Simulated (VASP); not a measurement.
The system is As5S.

```
CELL_PARAMETERS angstrom
3.10509 0.00000 0.00000
-1.55255 2.68909 0.00000
0.00000 0.00000 15.38422
ATOMIC_POSITIONS crystal
As 0.66667 0.33333 0.87814
As 0.00000 0.00000 0.63812
As 0.66667 0.33333 0.50000
As 0.00000 0.00000 0.36188
As 0.66667 0.33333 0.12186
S 0.00000 0.00000 0.00000
```

- Program: VASP 6.6.1
- Task: relaxation of cell and atoms
- Functional: PBE
- Potentials or basis: VASP PAW PBE potentials, release 64 (As, S)
- Cutoff: 600 eV
- k mesh: 12 × 12 × 4
- Occupations: gaussian, width 0.1 eV
- Spin: no spin polarisation

At the start: pressure 0.9 GPa; volume 21.41 Å³/atom.

Question: Where does the relaxation end?

Answer: Over 41 steps the energy falls by 252.1 meV/atom and the volume is 20.48 Å³/atom (-4.4 %); space group P-6m2 (No. 187, to 0.05 Å).

The path:
| step | energy change (eV) | largest force (eV/Å) | pressure (GPa) | volume (Å³) |
| --- | --- | --- | --- | --- |
| 1 | 0.0000 | 0.1205 | 0.86 | 128.46 |
| 3 | -0.0407 | 0.2001 | -1.05 | 131.83 |
| 5 | -0.0574 | 0.9679 | 2.79 | 124.40 |
| 7 | -0.1094 | 0.5920 | 0.79 | 127.35 |
| 9 | -0.1309 | 0.6704 | 1.00 | 124.67 |
| 11 | -0.1883 | 0.3720 | -2.40 | 127.41 |
| 13 | -0.3087 | 0.3045 | -2.63 | 124.27 |
| 15 | -0.7627 | 1.3091 | 9.28 | 109.37 |
| 17 | -0.8237 | 0.5197 | 3.67 | 112.66 |
| 19 | -0.8457 | 0.6836 | 5.39 | 111.46 |
| 21 | -0.8731 | 0.9793 | 7.08 | 110.84 |
| 23 | -0.9812 | 0.9996 | 6.41 | 112.16 |
| 25 | -1.2576 | 1.3508 | 4.18 | 118.04 |
| 27 | -1.3352 | 1.2209 | 2.50 | 120.72 |
| 29 | -1.4407 | 0.4801 | -1.40 | 125.45 |
| 31 | -1.5040 | 0.1982 | 0.04 | 123.10 |
| 33 | -1.5077 | 0.1238 | 0.10 | 122.95 |
| 35 | -1.5099 | 0.1180 | -0.31 | 123.44 |
| 37 | -1.5121 | 0.0385 | 0.10 | 122.70 |
| 39 | -1.5124 | 0.0246 | 0.02 | 122.82 |
| 41 | -1.5125 | 0.0079 | 0.00 | 122.86 |

Final structure:
```cif
data_structure
_symmetry_space_group_name_H-M 'P 1'
_symmetry_Int_Tables_number 1
_cell_length_a 3.6487
_cell_length_b 3.6487
_cell_length_c 10.6556
_cell_angle_alpha 90.000
_cell_angle_beta 90.000
_cell_angle_gamma 120.000
_cell_volume 122.86
loop_
_atom_site_label
_atom_site_type_symbol
_atom_site_fract_x
_atom_site_fract_y
_atom_site_fract_z
_atom_site_occupancy
As1 As 0.66667 0.33333 0.82762 1
As2 As 0.00000 0.00000 0.67327 1
As3 As 0.66667 0.33333 0.50000 1
As4 As 0.00000 0.00000 0.32673 1
As5 As 0.66667 0.33333 0.17238 1
S1 S 0.00000 0.00000 0.00000 1
```

Caveat: this functional lacks dispersion, which binds the layers, so the pressure and a relaxed spacing across them are unreliable.
